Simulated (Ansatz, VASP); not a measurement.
BN in VASP and in Ansatz

```
B N
1.0
     0.00000    1.80443    1.80443
     1.80443    0.00000    1.80443
     1.80443    1.80443    0.00000
B N
1 1
Direct
  0.00000 0.00000 0.00000
  0.25000 0.25000 0.25000
```

Alike in both runs: functional r2SCAN; k mesh 12 × 12 × 12; occupations gaussian, width 0.02 eV; no spin polarisation.

Ansatz relaxed the structure, and its values are those at the end. VASP's run is a single point on that final structure, the one shown.

```csv
,VASP,Ansatz
version,VASP 6.6.1,Ansatz 0.2.0
potentials or method,"VASP PAW PBE potentials, release 64 (B, N), cutoff 660 eV","scalar-relativistic, plane waves, PAW"
valence electrons in the cell,8,8
```

```csv
,VASP,Ansatz,Ansatz less VASP
gap on the k mesh at the Fermi level (eV),4.98,4.99,+0.011
least direct gap on the mesh (eV),9.55,9.58,+0.030
pressure (GPa),1.5,0.0,-1.47
```

VASP's potentials were made for PBE, not for r2SCAN. With one functional, cell and mesh, what is left measures potentials, basis and numerics.
